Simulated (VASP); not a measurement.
# InP: single point with PBE

InP:

```xyz
2
Lattice="0.0000 2.9538 2.9538 2.9538 0.0000 2.9538 2.9538 2.9538 0.0000" Properties=species:S:1:pos:R:3 pbc="T T T"
In    0.0000    0.0000    0.0000
P     1.4769    1.4769    1.4769
```

```json
{
  "Program": "VASP 6.6.1",
  "Task": "single point",
  "Functional": "PBE",
  "Potentials or basis": "VASP PAW PBE potentials, release 64 (In_d, P)",
  "Cutoff": "520 eV",
  "k mesh": "8 × 8 × 8",
  "Occupations": "fermi-dirac, width 0.02 eV",
  "Spin": "non-collinear spin, zero start, spin-orbit coupling",
  "Starting moments": "[[0.0, 0.0, 0.0], [0.0, 0.0, 0.0]] μB",
  "Dipole correction": "no",
  "Further INCAR settings": "ALGO = Normal; EDIFF = 1e-06; NBANDS = 30"
}
```

- Pressure: 1.6 GPa
- Net moment: 0.00 μB per cell
- Valence electrons inside the program's atomic spheres: In 11.47; P 2.52

Moments on the atoms (μB; x, y, z):
```
In  0.00 0.00 0.00
P   0.00 0.00 0.00
```

Run time: 3.7 min on 1 thread of Intel Xeon 6975P-C, with other jobs on the host, peak memory 0.36 GiB.
